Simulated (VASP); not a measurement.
# Si4F (Im-3m) in VASP: notebook, part 2 of 2

VASP 6.6.1.

## Step 3: Single point, PBE

This run uses another cell than the first one, of 16.56 Å³/atom.

INCAR reads:

```
SYSTEM = Si4F
PREC = Accurate
ENCUT = 520
EDIFF = 1E-6
ISMEAR = 0
SIGMA = 0.1
LREAL = .FALSE.
LASPH = .TRUE.
NELM = 100
ALGO = Normal
ISIF = 2
LWAVE = .FALSE.
LCHARG = .TRUE.
GGA = PE
LELF = .TRUE.
LVHAR = .TRUE.
NBANDS = 20
```

KPOINTS reads:

```
regular mesh
0
G
  6 6 6
  0 0 0
```

POSCAR reads:

```
Si4F
1.0
   -2.7457217210      2.7457217210      2.7457217210
    2.7457217210     -2.7457217210      2.7457217210
    2.7457217210      2.7457217210     -2.7457217210
Si F
4 1
Direct
    0.5000000000      0.5000000000      0.5000000000
    0.5000000000      0.0000000000      0.0000000000
    0.0000000000      0.0000000000      0.5000000000
    0.0000000000      0.5000000000      0.0000000000
    0.0000000000      0.0000000000      0.0000000000
```

Potentials or basis: VASP PAW PBE potentials, release 64 (Si, F).

Command:

```
cat potpaw_PBE.64/Si/POTCAR potpaw_PBE.64/F/POTCAR > POTCAR
mpirun -np 1 vasp_std > vasp.out
```

OUTCAR:

```text
SYSTEM = Si4F
   PREC = Accurate
   ENCUT = 520
   EDIFF = 1E-6
   ISMEAR = 0
   LREAL = .FALSE.
   LASPH = .TRUE.
   NELM = 100
   ISIF = 2
   GGA = PE

 ion  position               nearest neighbor table
   1  0.500  0.500  0.500-   5 2.38   5 2.38   4 2.75   2 2.75   2 2.75   4 2.75   3 2.75   3 2.75

   2  0.500  0.000  0.000-   5 2.38   5 2.38   4 2.75   1 2.75   1 2.75   3 2.75   3 2.75   4 2.75

   3  0.000  0.000  0.500-   5 2.38   5 2.38   4 2.75   1 2.75   2 2.75   4 2.75   2 2.75   1 2.75

   4  0.000  0.500  0.000-   5 2.38   5 2.38   3 2.75   1 2.75   2 2.75   3 2.75   1 2.75   2 2.75

   5  0.000  0.000  0.000-   1 2.38   2 2.38   3 2.38   4 2.38   3 2.38   4 2.38   2 2.38   1 2.38
[... 561 lines left out ...]
  -------------------------------------------------------------------------------------
  Total        0.0047932      0.0047932      0.0047932      0.0000000      0.0000000     -0.0000000
  in kB        0.0927493      0.0927493      0.0927493      0.0000000      0.0000000     -0.0000000
  external PRESSURE =       0.0927493 kB  Pullay stress =       0.0000000 kB

 VOLUME and BASIS-vectors are now :
 -----------------------------------------------------------------------------
  energy-cutoff  :      520.00
  volume of cell :       82.80
      direct lattice vectors                 reciprocal lattice vectors
    -2.745721721  2.745721721  2.745721721     0.000000000  0.182101484  0.182101484
     2.745721721 -2.745721721  2.745721721     0.182101484  0.000000000  0.182101484
     2.745721721  2.745721721 -2.745721721     0.182101484  0.182101484  0.000000000

 POSITION                                       TOTAL-FORCE (eV/Angst)
 -----------------------------------------------------------------------------------
      1.37286      1.37286      1.37286         0.000000     -0.000000      0.000000
     -1.37286      1.37286      1.37286         0.000000      0.000000     -0.000000
      1.37286      1.37286     -1.37286        -0.000000      0.000000     -0.000000
      1.37286     -1.37286      1.37286        -0.000000      0.000000      0.000000
      0.00000      0.00000      0.00000        -0.000000     -0.000000     -0.000000
 -----------------------------------------------------------------------------------
    total drift:                                0.000000     -0.000000     -0.000000

  FREE ENERGIE OF THE ION-ELECTRON SYSTEM (eV)
  ---------------------------------------------------
  free  energy   TOTEN  =       -21.3640324424 eV

  energy  without entropy=      -21.3481135570  energy(sigma->0) =      -21.35607300
```

OSZICAR:

```text
N       E                     dE             d eps       ncg     rms          rms(c)
DAV:   1     0.584040666175E+02    0.58404E+02   -0.90528E+03   640   0.950E+02
DAV:   2    -0.174981254463E+02   -0.75902E+02   -0.72967E+02   828   0.157E+02
DAV:   3    -0.217438999429E+02   -0.42458E+01   -0.41813E+01   788   0.361E+01
DAV:   4    -0.217774999992E+02   -0.33600E-01   -0.33566E-01   800   0.366E+00
DAV:   5    -0.217778338202E+02   -0.33382E-03   -0.33380E-03   760   0.349E-01    0.564E+00
DAV:   6    -0.214391165618E+02    0.33872E+00   -0.22825E+00   732   0.141E+01    0.311E+00
DAV:   7    -0.213670076465E+02    0.72109E-01   -0.39130E-01   736   0.566E+00    0.147E+00
DAV:   8    -0.213662425658E+02    0.76508E-03   -0.11591E-01   744   0.194E+00    0.456E-01
DAV:   9    -0.213637408070E+02    0.25018E-02   -0.13507E-02   756   0.108E+00    0.109E-01
DAV:  10    -0.213640304336E+02   -0.28963E-03   -0.18299E-03   708   0.319E-01    0.453E-02
DAV:  11    -0.213640335221E+02   -0.30885E-05   -0.89105E-05   740   0.523E-02    0.111E-02
DAV:  12    -0.213640354022E+02   -0.18801E-05   -0.12575E-05   788   0.299E-02    0.137E-02
DAV:  13    -0.213640321245E+02    0.32778E-05   -0.11029E-05   684   0.313E-02    0.874E-04
DAV:  14    -0.213640324424E+02   -0.31798E-06   -0.16694E-06   472   0.765E-03
   1 F= -.21364032E+02 E0= -.21356073E+02  d E =-.159189E-01
```

stdout:

```text
POSCAR found type information on POSCAR SiF
 POSCAR found :  2 types and       5 ions
 scaLAPACK will be used
 LDA part: xc-table for (Slater+PW92), standard interpolation
 POSCAR, INCAR and KPOINTS ok, starting setup
 FFT: planning ... GRIDC
 FFT: planning ... GRID_SOFT
 FFT: planning ... GRID
 WAVECAR not read
 entering main loop
```

Run time: 48 s. Hardware: 1 thread of Intel Xeon 8259CL, shared host; peak memory 0.2 GiB.

Results:

* Free energy: -21.3640 eV
* Pressure: 0.0 GPa
* Band gap on the k mesh: zero (an odd number of electrons rules out a gap without spin polarisation)

Levels at points of the mesh, in eV from the Fermi level:
| k point | band 10 | band 11 | band 12 | band 13 | band 14 | band 15 |
| --- | --- | --- | --- | --- | --- | --- |
| (0.00, 0.00, 0.00) | -2.39 | -2.39 | 0.14 | 0.14 | 0.14 | 2.16 |
| (0.50, 0.00, 0.00) | -2.34 | -0.26 | 1.02 | 1.31 | 1.90 | 2.03 |
| (0.50, 0.50, 0.50) | -3.12 | -0.08 | -0.08 | -0.08 | 0.32 | 6.51 |

Caveat: an odd number of electrons without spin polarisation forces a metal; a magnetic or distorted state may lie lower.

## Step 4: Single point, PBE, collinear spin

This run uses another cell than the first one, of 16.56 Å³/atom.

INCAR reads:

```
SYSTEM = Si4F
PREC = Accurate ; ENCUT = 520
EDIFF = 1E-6 ; ISMEAR = 0
SIGMA = 0.1 ; LREAL = .False.
LASPH = .True. ; NELM = 150
ALGO = Normal ; ISIF = 2
LWAVE = .False. ; LCHARG = .False.
ISPIN = 2 ; MAGMOM = 0 0 0 0 1
LORBIT = 11 ; GGA = PE
NBANDS = 24
```

KPOINTS reads:

```
regular mesh
0
Gamma
  4 4 4
  0 0 0
```

POSCAR is that of step 3.

Command:

```
cat potpaw_PBE.64/Si/POTCAR potpaw_PBE.64/F/POTCAR > POTCAR
mpirun -np 1 vasp_std > vasp.out
```

Wall time 58 s (1 thread of Intel Xeon 8259CL, shared host); peak memory 0.23 GiB.

Results (log left out):

```yaml
Free_energy: -21.1608 eV
Pressure: 0.2 GPa
Net_moment: 0.00 μB per cell
Valence_electrons_inside_the_program's_atomic_spheres: Si 1.52; F 6.07
```

Levels at points of the mesh, in eV from the Fermi level:
Spin up:
```
           k point  band 8  band 9  band 10  band 11  band 12  band 13  band 14  band 15
(0.00, 0.00, 0.00)   -4.37   -2.33    -2.33    -2.33     0.24     0.24     0.24     2.22
(0.50, 0.00, 0.00)   -3.18   -2.54    -2.27    -0.20     1.09     1.38     1.97     2.13
(0.50, 0.50, 0.50)   -4.63   -4.63    -3.04    -0.02    -0.02    -0.02     0.38     6.58
```
Spin down:
```
           k point  band 8  band 9  band 10  band 11  band 12  band 13  band 14  band 15
(0.00, 0.00, 0.00)   -4.37   -2.33    -2.33    -2.33     0.24     0.24     0.24     2.22
(0.50, 0.00, 0.00)   -3.18   -2.54    -2.27    -0.20     1.09     1.38     1.97     2.13
(0.50, 0.50, 0.50)   -4.63   -4.63    -3.04    -0.02    -0.02    -0.02     0.38     6.58
```

Caveat: the k points lie up to 0.40 Å⁻¹ apart.

## Step 5: Relaxation of cell and atoms, PBE

INCAR reads:

```
PREC     = Accurate       # precision mode
ENCUT    = 600            # plane-wave cutoff, eV
EDIFF    = 1E-6           # SCF threshold, eV
ISMEAR   = 0              # smearing method
SIGMA    = 0.1            # smearing width, eV
LREAL    = F              # projectors in reciprocal space
LASPH    = T              # aspherical terms in the spheres
NELM     = 60             # most SCF steps
ALGO     = Normal         # electronic algorithm
ISIF     = 3              # what is computed and relaxed
LWAVE    = F              # write WAVECAR
LCHARG   = F              # write CHGCAR
GGA      = PE             # functional
IBRION   = 2              # ionic algorithm
NSW      = 90             # ionic steps
EDIFFG   = -0.04          # ionic threshold
```

KPOINTS reads:

```
Automatic mesh
0
Gamma
  6 6 6
```

POSCAR, as its differences from that of step 4:

```diff
@@ -2,5 +2,5 @@
 1.0
-   -2.7457217210      2.7457217210      2.7457217210
-    2.7457217210     -2.7457217210      2.7457217210
-    2.7457217210      2.7457217210     -2.7457217210
+   -2.5889370300      2.5889370300      2.5889370300
+    2.5889370300     -2.5889370300      2.5889370300
+    2.5889370300      2.5889370300     -2.5889370300
 Si F
```

Command:

```
cat potpaw_PBE.64/Si/POTCAR potpaw_PBE.64/F/POTCAR > POTCAR
mpirun -np 1 vasp_std > vasp.out
```

It took 93 s on 1 thread of Intel Xeon 8259CL, shared host; peak memory 0.2 GiB.

Results (log left out):

```
Free energy                           : -21.3584 eV
Relaxed volume                        : 16.55 Å³/atom
Relaxed cell                          : a = 4.755 Å, b = 4.755 Å, c = 4.755 Å, α = 109.47°, β = 109.47°, γ = 109.47°
Space group after relaxing (to 0.1 Å) : Im-3m (No. 229)
Energy gained by relaxing             : 140.8 meV/atom
Ionic steps                           : 3
Pressure after relaxing               : 0.0 GPa
Band gap on the k mesh                : zero (an odd number of electrons rules out a gap without spin polarisation)
```

Step by step:
```csv
step,energy change (eV),largest force (eV/Å),pressure (GPa),volume (Å³)
1,0.0000,0.0000,19.63,69.41
2,-0.6388,0.0000,-3.86,87.94
3,-0.7040,0.0000,0.04,82.74
```

Final structure:
```
CELL_PARAMETERS angstrom
-2.74503 2.74503 2.74503
2.74503 -2.74503 2.74503
2.74503 2.74503 -2.74503
ATOMIC_POSITIONS crystal
Si 0.50000 0.50000 0.50000
Si 0.50000 0.00000 0.00000
Si 0.00000 0.00000 0.50000
Si 0.00000 0.50000 0.00000
F 0.00000 0.00000 0.00000
```

Levels at points of the mesh, in eV from the Fermi level:
```
           k point  band 10  band 11  band 12  band 13  band 14  band 15
(0.00, 0.00, 0.00)    -2.39    -2.39     0.14     0.14     0.14     2.16
(0.50, 0.00, 0.00)    -2.34    -0.26     1.02     1.31     1.90     2.03
(0.50, 0.50, 0.50)    -3.12    -0.08    -0.08    -0.08     0.33     6.51
```

Caveat: the volume moved by over 15 % at a fixed basis, so the end points are rough; an odd number of electrons without spin polarisation forces a metal; a magnetic or distorted state may lie lower.

## Step 6: Summary

| task | spin | cell | k mesh | cutoff (eV) | gap on the mesh (eV) | pressure (GPa) |
| --- | --- | --- | --- | --- | --- | --- |
| single point | off | a = 4.484 Å, angles 109.5°, 5 atoms | 6 × 6 × 6 | 520 | none | 19.6 |
| single point | off | a = 4.756 Å, angles 109.5°, 5 atoms | 6 × 6 × 6 | 520 | none | 0.0 |
| single point | collinear | a = 4.756 Å, angles 109.5°, 5 atoms | 4 × 4 × 4 | 520 | none | 0.2 |
| relaxation of cell and atoms | off | relaxed from a = 4.484 Å, angles 109.5°, 5 atoms | 6 × 6 × 6 | 600 | none | 0.0 |

Alike in all rows: level PBE; potentials or basis VASP PAW PBE potentials, release 64 (Si, F); smearing gaussian 0.1 eV.

Caveats: some runs use coarse meshes; an odd number of electrons without spin polarisation forces a metal (at least some runs); a magnetic or distorted state may lie lower (at least some runs); the cell stands under pressure (at least some runs); the volume moved by over 15 % at a fixed basis, so the end points are rough (at least some runs).

Total energies depend on the potentials used, so only differences within one code and one set of settings carry meaning.
